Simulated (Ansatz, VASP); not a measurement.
# Two plane-wave programs on Ni

The input INCAR:

```
  PREC = Accurate
  ENCUT = 600
  EDIFF = 1E-7
  ISMEAR = -1
  SIGMA = 0.05
  LREAL = False
  LASPH = True
  NELM = 150
  ALGO = Normal
  ISIF = 3
  LWAVE = False
  LCHARG = False
  ISPIN = 2
  MAGMOM = 1
  LORBIT = 11
  LMAXMIX = 4
  GGA = PS
  IVDW = 12
  IBRION = 2
  NSW = 60
  EDIFFG = -0.01
```

File KPOINTS:

```
regular mesh
0
Gamma
  13 13 13
```

The input POSCAR:

```
Ni
1.0
   -1.3837154700      1.3837154700      1.3837154700
    1.3837154700     -1.3837154700      1.3837154700
    1.3837154700      1.3837154700     -1.3837154700
Ni
1
Direct
    0.0000000000      0.0000000000      0.0000000000
```

input.yaml

```yaml
crystal:
  lattice:
    - [-1.38371547, 1.38371547, 1.38371547]
    - [1.38371547, -1.38371547, 1.38371547]
    - [1.38371547, 1.38371547, -1.38371547]
  atoms:
    - { symbol: Ni, position: [0.0, 0.0, 0.0], spin: 1.0 }
hamiltonian:
  xc: pbesol
  pseudopotentials: { kind: paw }
  dispersion: d3bj
magnetization:
  spin_polarized: true
kpoints:
  mp_grid: { grid: [13, 13, 13] }
scf:
  occupations: { method: fermi_dirac, width: 0.05 }
output:
  forces: true
  stress: true
  eigenvalues: true
relax:
  f_tol: 0.01
  max_steps: 40
  cell: { stress_tol: 0.05 }
```

Alike in both runs: task relaxation of cell and atoms; functional PBEsol; dispersion D3(BJ); k mesh 13 × 13 × 13; occupations fermi-dirac, width 0.05 eV; collinear spin.

```csv
,VASP,Ansatz
version,VASP 6.6.1,Ansatz 0.2.0
potentials or method,"VASP PAW PBE potentials, release 64 (Ni)",Ansatz PAW
plane-wave cutoff (eV),600,420
valence electrons in the cell,10,18
```

```csv
,VASP,Ansatz,Ansatz less VASP
"gap on the k mesh at the Fermi level, each at its own relaxed structure (eV)",none,none,-
net moment per atom (μB),0.54,0.56,+0.016
size of the moment on the site where the two differ most (μB),0.54,0.58,+0.038
relaxed volume (Å³/atom),10.16,10.17,+0.014
relaxed cell length with the largest relative difference (Å),2.363,2.364,+0.0011
```

VASP's potentials were made for PBE, not for PBEsol. Site moments also hang on the region over which each program counts them. A gap of «none» marks a metal or a gap that the smearing closes. VASP's potentials hold 10 valence electrons a cell and Ansatz's 18, so a difference there can come from the potentials and not from the codes.

Noted on Ansatz's run: the plane-wave basis is chosen anew once the cell has moved, so the energies of steps on either side of that aren't comparable.
